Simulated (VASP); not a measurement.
The system is Rb3Tl.

```
CELL_PARAMETERS angstrom
0.00000 4.91232 4.91232
4.91232 0.00000 4.91232
4.91232 4.91232 0.00000
ATOMIC_POSITIONS crystal
Rb 0.25000 0.25000 0.25000
Rb 0.75000 0.75000 0.75000
Rb 0.50000 0.50000 0.50000
Tl 0.00000 0.00000 0.00000
```

| Item | Value |
| --- | --- |
| Program | VASP 6.6.1 |
| Task | relaxation of cell and atoms |
| Functional | PBEsol |
| Potentials or basis | VASP PAW PBE potentials, release 64 (Rb_sv, Tl_d) |
| Cutoff | 600 eV |
| k mesh | 4 × 4 × 4 |
| Occupations | methfessel-paxton, width 0.05 eV |
| Spin | no spin polarisation |

At the start: pressure -0.4 GPa; volume 59.27 Å³/atom.

Question: How do energy, volume and symmetry change on relaxing?

Answer: Over 4 steps the energy falls by 7.2 meV/atom and the volume is 53.75 Å³/atom (-9.3 %); space group Fm-3m (No. 225, to 0.1 Å) before and after.

Step by step:
```
step  energy change (eV)  largest force (eV/Å)  pressure (GPa)  volume (Å³)
   1              0.0000                0.0000           -0.39       237.08
   2             -0.0109                0.0000           -0.32       232.19
   3             -0.0283                0.0000           -0.07       218.68
   4             -0.0290                0.0000            0.01       215.00
```

Final structure:
```
CELL_PARAMETERS angstrom
0.00000 4.75483 4.75483
4.75483 0.00000 4.75483
4.75483 4.75483 0.00000
ATOMIC_POSITIONS crystal
Rb 0.25000 0.25000 0.25000
Rb 0.75000 0.75000 0.75000
Rb 0.50000 0.50000 0.50000
Tl 0.00000 0.00000 0.00000
```

Caveat: the PAW data sets were made with another functional, which shifts forces and pressure a little.
